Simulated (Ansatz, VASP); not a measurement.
**ZnCu2SnSe4: VASP beside Ansatz**

File INCAR:

```
PREC = Accurate
ENCUT = 520
EDIFF = 1E-7
ISMEAR = -1
SIGMA = 0.02
LREAL = False
LASPH = True
NELM = 80
ALGO = Normal
ISIF = 2
LWAVE = False
LCHARG = True
GGA = PE
LELF = True
LVHAR = True
NBANDS = 46
```

The input KPOINTS:

```
regular mesh
0
Gamma
  6 6 6
```

File POSCAR:

```
ZnCu2SnSe4
1.0
   -2.8821956977      2.8821956977      5.7610378757
    2.8821956977     -2.8821956977      5.7610378757
    2.8821956977      2.8821956977     -5.7610378757
Cu Zn Sn Se
2 1 1 4
Direct
    0.0000000000      0.0000000000      0.0000000000
    0.7500000000      0.2500000000      0.5000000000
    0.2500000000      0.7500000000      0.5000000000
    0.5000000000      0.5000000000      0.0000000000
    0.1009140144      0.6294170945      0.9907029608
    0.3705829055      0.3612858664      0.4714969199
    0.6387141336      0.1102110536      0.0092970392
    0.8897889464      0.8990859856      0.5285030801
```

Input for Ansatz:

```yaml
crystal:
  lattice:
    - [-2.8821956977, 2.8821956977, 5.7610378757]
    - [2.8821956977, -2.8821956977, 5.7610378757]
    - [2.8821956977, 2.8821956977, -5.7610378757]
  atoms:
    - { symbol: Cu, position: [0.0, 0.0, 0.0] }
    - { symbol: Cu, position: [0.75, 0.25, 0.5] }
    - { symbol: Zn, position: [0.25, 0.75, 0.5] }
    - { symbol: Sn, position: [0.5, 0.5, 0.0] }
    - { symbol: Se, position: [0.1009140144, 0.6294170945, 0.9907029608] }
    - { symbol: Se, position: [0.3705829055, 0.3612858664, 0.4714969199] }
    - { symbol: Se, position: [0.6387141336, 0.1102110536, 0.0092970392] }
    - { symbol: Se, position: [0.8897889464, 0.8990859856, 0.5285030801] }
kpoints:
  mp_grid: { grid: [6, 6, 6] }
hamiltonian:
  xc: pbe
scf:
  occupations: { method: fermi_dirac, width: 0.02 }
  n_extra_bands: 6
output:
  forces: true
  stress: true
  eigenvalues: true
```

Alike in both runs: task single point; functional PBE; k mesh 6 × 6 × 6; occupations fermi-dirac, width 0.02 eV; no spin polarisation.

|  | VASP | Ansatz |
| --- | --- | --- |
| version | VASP 6.6.1 | Ansatz 0.2.0 |
| potentials or method | VASP PAW PBE potentials, release 64 (Cu, Zn, Sn_d, Se) | plane waves, PAW |
| plane-wave cutoff (eV) | 520 | 420 |
| valence electrons in the cell | 72 | 128 |

|  | VASP | Ansatz | Ansatz less VASP |
| --- | --- | --- | --- |
| pressure (GPa) | 0.2 | 0.0 | -0.15 |
| rms of the force components (eV/Å) | 0.007 | 0.001 | -0.0055 |

Atom by atom the forces differ by 0.007 eV/Å (rms over components). VASP's potentials hold 72 valence electrons a cell and Ansatz's 128, so a difference there can come from the potentials and not from the codes.
